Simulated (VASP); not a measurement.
# BAs (F-43m) in VASP: settings compared, part 2 of 2

VASP 6.6.1. The steps go on from the part before.

## (4) Single point, r2SCAN

Input file POSCAR:

```
BAs
1.0
    0.0000000000      2.3918699019      2.3918699019
    2.3918699019      0.0000000000      2.3918699019
    2.3918699019      2.3918699019      0.0000000000
B As
1 1
Direct
    0.0000000000      0.0000000000      0.0000000000
    0.2500000000      0.2500000000      0.2500000000
```

Input file INCAR.step1:

```
SYSTEM = BAs
PREC = Accurate
ENCUT = 550
ISMEAR = 0
SIGMA = 0.01
LREAL = .False.
LASPH = .True.
NELM = 120
NBANDS = 11
GGA = PE
ALGO = Normal
EDIFF = 1E-5
LWAVE = .True.
LCHARG = .False.
GGA_COMPAT = .False.
```

Input file INCAR.step2:

```
SYSTEM = BAs
PREC = Accurate
ENCUT = 550
EDIFF = 1E-6
ISMEAR = 0
SIGMA = 0.01
LREAL = .False.
LASPH = .True.
NELM = 120
ALGO = Normal
ISIF = 2
LWAVE = .False.
LCHARG = .False.
METAGGA = R2SCAN
LMIXTAU = .True.
NBANDS = 11
ISTART = 1
GGA_COMPAT = .False.
```

Input file KPOINTS:

```
Automatic mesh
0
Gamma
  8 8 8
  0 0 0
```

Potentials or basis: VASP PAW PBE potentials, release 64 (B, As).

Command:

```sh
$ cat potpaw_PBE.64/B/POTCAR potpaw_PBE.64/As/POTCAR > POTCAR
$ cp INCAR.step1 INCAR
$ mpirun -np 1 vasp_std > vasp.out
$ cp INCAR.step2 INCAR
$ mpirun -np 1 vasp_std > vasp.out
```

OUTCAR:

```text
SYSTEM = BAs
   PREC = Accurate
   ENCUT = 550
   EDIFF = 1E-6
   ISMEAR = 0
   LREAL = .False.
   LASPH = .True.
   NELM = 120
   ISIF = 2
   METAGGA = R2SCAN
   ISTART = 1

 ion  position               nearest neighbor table
   1  0.000  0.000  0.000-   2 2.07   2 2.07   2 2.07   2 2.07
   2  0.250  0.250  0.250-   1 2.07   1 2.07   1 2.07   1 2.07

  LATTYP: Found a face centered cubic cell.
 ALAT       =     4.7837398038

  Lattice vectors:

 A1 = (   0.0000000000,   2.3918699019,   2.3918699019)
 A2 = (   2.3918699019,   0.0000000000,   2.3918699019)
 A3 = (   2.3918699019,   2.3918699019,   0.0000000000)

Analysis of symmetry for initial positions (statically):
=====================================================================
 Subroutine PRICEL returns:
 Original cell was already a primitive cell.

 Routine SETGRP: Setting up the symmetry group for a
 face centered cubic supercell.

 Subroutine GETGRP returns: Found 24 space group operations
 (whereof 24 operations were pure point group operations)
 out of a pool of 48 trial point group operations.

The static configuration has the point symmetry T_d .

Analysis of symmetry for dynamics (positions and initial velocities):
=====================================================================
 Subroutine PRICEL returns:
 Original cell was already a primitive cell.

 Routine SETGRP: Setting up the symmetry group for a
 face centered cubic supercell.

 Subroutine GETGRP returns: Found 24 space group operations
 (whereof 24 operations were pure point group operations)
 out of a pool of 48 trial point group operations.

The dynamic configuration has the point symmetry T_d .

 Subroutine INISYM returns: Found 24 space group operations
 (whereof 24 operations are pure point group operations),
 and found     1 'primitive' translations

----------------------------------------------------------------------------------------

                                     Primitive cell

  volume of cell :      27.3680

[... 111 lines left out ...]
  Thomas-Fermi vector in A             =   2.222623
   LORBIT       =      0    0 simple, 1 ext, 2 COOP (PROOUT), +10 PAW based schemes
   METAGGA = R2SCAN    functional components
   LHFCALC =     F    Hartree Fock is set to
   AEXX    =    0.0000 exact exchange contribution
   IVDW    =     0    specifies the selected vdW correction
   LEPSILON=     F    determine dielectric tensor
   LRPA    =     F    only Hartree local field effects (RPA)
 non-spin polarized calculation
 Gauss-broadening in eV      SIGMA  =   0.01
  energy-cutoff  :      550.00
  volume of cell :       27.37
 maximum number of plane-waves:       821
 NGX is ok and might be reduce to    28
   NGX = 13   NGY = 13   NGZ = 13

 number of electron       8.0000000 magnetization

 Free energy of the ion-electron system (eV)
  ---------------------------------------------------
  ext. energy  EPLUGINS =         0.00000000
  ---------------------------------------------------
  free energy    TOTEN  =       -22.25459147 eV

  energy without entropy =      -22.25459147  energy(sigma->0) =      -22.25459147

 E-fermi :   6.0187     XC(G=0): -11.1137

 val. band max:        5.9770202995   @ k =   0.0000   0.0000   0.0000
 cond. band min:       7.3626623880   @ k =   0.3750   0.3750   0.0000
 fundamental gap:      1.3856420885
 Fermi energy:         6.0187416412

 k-point     1 :       0.0000    0.0000    0.0000
  band No.  band energies     occupation
      1     -10.1410      2.00000
      2       5.9770      2.00000
      3       5.9770      2.00000
      4       5.9770      2.00000
      5       9.4174      0.00000
      6       9.4174      0.00000
      7       9.4174      0.00000
      8      11.0731      0.00000
      9      16.3322      0.00000
     10      19.4006      0.00000
     11      19.4006      0.00000
[... 309 lines left out ...]
 k-point    24 :      -0.3750    0.2500    0.1250
  band No.  band energies     occupation
      1      -6.5219      2.00000
      2      -2.7424      2.00000
      3       1.2004      2.00000
      4       2.7509      2.00000
      5      10.2948      0.00000
      6      11.0305      0.00000
      7      13.9403      0.00000
      8      15.5820      0.00000
      9      16.8977      0.00000
     10      20.9473      0.00000
     11      22.0932      0.00000

 [... further k-points ...]
[... 5 lines left out ...]
  --------------------------------------------------------------------------------------
  -------------------------------------------------------------------------------------
  Total        0.0428764      0.0428764      0.0428764     -0.0000000      0.0000000      0.0000000
  in kB        2.5100700      2.5100700      2.5100700     -0.0000000      0.0000000      0.0000000
  external PRESSURE =       2.5100700 kB  Pullay stress =       0.0000000 kB

 VOLUME and BASIS-vectors are now :
 -----------------------------------------------------------------------------
  energy-cutoff  :      550.00
  volume of cell :       27.37
      direct lattice vectors                 reciprocal lattice vectors
     0.000000000  2.391869902  2.391869902    -0.209041470  0.209041470  0.209041470
     2.391869902  0.000000000  2.391869902     0.209041470 -0.209041470  0.209041470
     2.391869902  2.391869902  0.000000000     0.209041470  0.209041470 -0.209041470

 POSITION                                       TOTAL-FORCE (eV/Angst)
 -----------------------------------------------------------------------------------
      0.00000      0.00000      0.00000        -0.000000     -0.000000     -0.000000
      1.19593      1.19593      1.19593         0.000000      0.000000      0.000000
 -----------------------------------------------------------------------------------
    total drift:                               -0.000000     -0.000000     -0.000000

  FREE ENERGIE OF THE ION-ELECTRON SYSTEM (eV)
  ---------------------------------------------------
  free  energy   TOTEN  =       -22.2545914665 eV

  energy  without entropy=      -22.2545914665  energy(sigma->0) =      -22.25459147
```

OSZICAR.step1:

```text
N       E                     dE             d eps       ncg     rms          rms(c)
DAV:   1     0.124613350136E+02    0.12461E+02   -0.38639E+03   638   0.666E+02
DAV:   2    -0.112946615512E+02   -0.23756E+02   -0.22582E+02   848   0.107E+02
DAV:   3    -0.120367062680E+02   -0.74204E+00   -0.74069E+00   791   0.173E+01
DAV:   4    -0.120387880144E+02   -0.20817E-02   -0.20817E-02   697   0.102E+00
DAV:   5    -0.120387911402E+02   -0.31258E-05   -0.31258E-05   769   0.428E-02    0.491E+00
DAV:   6    -0.114717377370E+02    0.56705E+00   -0.15693E+00   677   0.509E+00    0.239E+00
DAV:   7    -0.114131333361E+02    0.58604E-01   -0.19075E-01   740   0.215E+00    0.982E-01
DAV:   8    -0.114063923997E+02    0.67409E-02   -0.20312E-02   704   0.810E-01    0.981E-02
DAV:   9    -0.114066933617E+02   -0.30096E-03   -0.78077E-04   734   0.161E-01    0.583E-02
DAV:  10    -0.114068503742E+02   -0.15701E-03   -0.19349E-04   670   0.849E-02    0.122E-02
DAV:  11    -0.114068563113E+02   -0.59372E-05   -0.53795E-06   714   0.156E-02
   1 F= -.11406856E+02 E0= -.11406856E+02  d E =-.192688E-15
```

It took 22 s on 1 thread of Intel Xeon 6975P-C (Granite Rapids), shared host; peak memory 0.16 GiB.

Results:

```yaml
Free_energy: -22.2546 eV
Pressure: 0.3 GPa
Band_gap_on_the_k_mesh: 1.39 eV, indirect (least direct gap 3.44 eV)
```

Caveat: the PAW data sets were made with another functional, which shifts forces and pressure a little.

## (5) Single point, r2SCAN

POSCAR is that of step 4.

Input file INCAR.step1:

```
PREC = Accurate
ENCUT = 550
ISMEAR = 0
SIGMA = 0.01
LREAL = False
LASPH = True
NELM = 120
NBANDS = 11
GGA = PE
ALGO = Normal
EDIFF = 1E-5
LWAVE = True
LCHARG = False
GGA_COMPAT = False
```

Input file INCAR.step2:

```
PREC = Accurate
ENCUT = 550
EDIFF = 1E-6
ISMEAR = 0
SIGMA = 0.01
LREAL = False
LASPH = True
NELM = 120
ALGO = Normal
ISIF = 2
LWAVE = False
LCHARG = False
METAGGA = R2SCAN
LMIXTAU = True
NBANDS = 11
ISTART = 1
GGA_COMPAT = False
```

Input file KPOINTS:

```
Automatic mesh
0
Gamma
  8 8 8
```

Potentials or basis: VASP PAW PBE potentials, release 64 (B, As).

Command:

```sh
$ cat potpaw_PBE.64/B/POTCAR potpaw_PBE.64/As/POTCAR > POTCAR
$ cp INCAR.step1 INCAR
$ mpirun -np 1 vasp_std > vasp.out
$ cp INCAR.step2 INCAR
$ mpirun -np 1 vasp_std > vasp.out
```

OUTCAR:

```text
PREC = Accurate
   ENCUT = 550
   EDIFF = 1E-6
   ISMEAR = 0
   LREAL = False
   LASPH = True
   NELM = 120
   ISIF = 2
   METAGGA = R2SCAN
   ISTART = 1

 ion  position               nearest neighbor table
   1  0.000  0.000  0.000-   2 2.07   2 2.07   2 2.07   2 2.07
   2  0.250  0.250  0.250-   1 2.07   1 2.07   1 2.07   1 2.07

  LATTYP: Found a face centered cubic cell.
 ALAT       =     4.7837398038

  Lattice vectors:

 A1 = (   0.0000000000,   2.3918699019,   2.3918699019)
 A2 = (   2.3918699019,   0.0000000000,   2.3918699019)
[... 513 lines left out ...]
      6      11.0305      0.00000
      7      13.9403      0.00000
      8      15.5820      0.00000
      9      16.8977      0.00000
     10      20.9473      0.00000
     11      22.0932      0.00000

 [... further k-points ...]
[... 5 lines left out ...]
  --------------------------------------------------------------------------------------
  -------------------------------------------------------------------------------------
  Total        0.0428764      0.0428764      0.0428764     -0.0000000      0.0000000      0.0000000
  in kB        2.5100700      2.5100700      2.5100700     -0.0000000      0.0000000      0.0000000
  external PRESSURE =       2.5100700 kB  Pullay stress =       0.0000000 kB

 VOLUME and BASIS-vectors are now :
 -----------------------------------------------------------------------------
  energy-cutoff  :      550.00
  volume of cell :       27.37
      direct lattice vectors                 reciprocal lattice vectors
     0.000000000  2.391869902  2.391869902    -0.209041470  0.209041470  0.209041470
     2.391869902  0.000000000  2.391869902     0.209041470 -0.209041470  0.209041470
     2.391869902  2.391869902  0.000000000     0.209041470  0.209041470 -0.209041470

 POSITION                                       TOTAL-FORCE (eV/Angst)
 -----------------------------------------------------------------------------------
      0.00000      0.00000      0.00000        -0.000000     -0.000000     -0.000000
      1.19593      1.19593      1.19593         0.000000      0.000000      0.000000
 -----------------------------------------------------------------------------------
    total drift:                               -0.000000     -0.000000     -0.000000

  FREE ENERGIE OF THE ION-ELECTRON SYSTEM (eV)
  ---------------------------------------------------
  free  energy   TOTEN  =       -22.2545914665 eV

  energy  without entropy=      -22.2545914665  energy(sigma->0) =      -22.25459147
```

OUTCAR.step1:

```text
PREC = Accurate
   ENCUT = 550
   ISMEAR = 0
   LREAL = False
   LASPH = True
[... 558 lines left out ...]
      0.00000      0.00000      0.00000         0.000000      0.000000      0.000000
      1.19593      1.19593      1.19593        -0.000000     -0.000000     -0.000000
 -----------------------------------------------------------------------------------
    total drift:                               -0.000000     -0.000000     -0.000000

  FREE ENERGIE OF THE ION-ELECTRON SYSTEM (eV)
  ---------------------------------------------------
  free  energy   TOTEN  =       -11.4068563113 eV

  energy  without entropy=      -11.4068563113  energy(sigma->0) =      -11.40685631
```

It took 22 s on 1 thread of Intel Xeon 6975P-C (Granite Rapids), shared host; peak memory 0.16 GiB.

Results:

```
Free energy            : -22.2546 eV
Pressure               : 0.3 GPa
Band gap on the k mesh : 1.39 eV, indirect (least direct gap 3.44 eV)
```

Caveat: the PAW data sets were made with another functional, which shifts forces and pressure a little. r2SCAN opens gaps a little over a GGA but as a rule still falls short of measured ones.

## (6) Single point, PBE, non-collinear spin, zero start, spin-orbit coupling

Input file INCAR:

```
SYSTEM = BAs
PREC = Accurate
ENCUT = 500
EDIFF = 1E-6
ISMEAR = -1
SIGMA = 0.02
LREAL = .False.
LASPH = .True.
NELM = 200
ALGO = Normal
ISIF = 2
LWAVE = .False.
LCHARG = .True.
MAGMOM = 0 0 0 0 0 0
LORBIT = 11
LSORBIT = .True.
GGA_COMPAT = .False.
LORBMOM = .True.
GGA = PE
LVHAR = .True.
NBANDS = 20
```

Input file KPOINTS:

```
regular mesh
0
Gamma
  6 6 6
  0 0 0
```

POSCAR is that of step 5.

Potentials or basis: VASP PAW PBE potentials, release 64 (B, As).

Command:

```sh
$ cat potpaw_PBE.64/B/POTCAR potpaw_PBE.64/As/POTCAR > POTCAR
$ mpirun -np 1 vasp_ncl > vasp.out
```

It took 17 s on 1 thread of Intel Xeon 6975P-C (Granite Rapids), shared host; peak memory 0.24 GiB.

The run converged. Its results:

```
Free energy                                           : -11.4003 eV
Pressure                                              : 2.9 GPa
Net moment                                            : 0.00 μB per cell
Valence electrons inside the program's atomic spheres : B 1.83; As 2.92
```

Moments on the atoms (μB; x, y, z):
```
B   0.00 0.00 0.00
As  0.00 0.00 0.00
```

Caveat: the k points lie up to 0.38 Å⁻¹ apart.

## (7) Overview

| level | spin | k mesh | cutoff (eV) | smearing | gap on the mesh (eV) | pressure (GPa) |
| --- | --- | --- | --- | --- | --- | --- |
| r2SCAN | off | 4 × 4 × 4 | 550 | gaussian 0.01 eV | 1.60 | 0.9 |
| PBE | off | 8 × 8 × 8 | 500 | gaussian 0.01 eV | 1.19 | 2.8 |
| r2SCAN | off | 8 × 8 × 8 | 550 | gaussian 0.01 eV | 1.39 | 0.3 |
| PBE | non-collinear, zero start, SOC | 6 × 6 × 6 | 500 | fermi-dirac 0.02 eV | - | 2.9 |

Alike in all rows: task single point; potentials or basis VASP PAW PBE potentials, release 64 (B, As); cell as given.

Caveats: some runs use coarse meshes; the PAW data sets were made with another functional, which shifts forces and pressure a little (some runs).

Absolute energies hang on the potentials; compare differences alone.
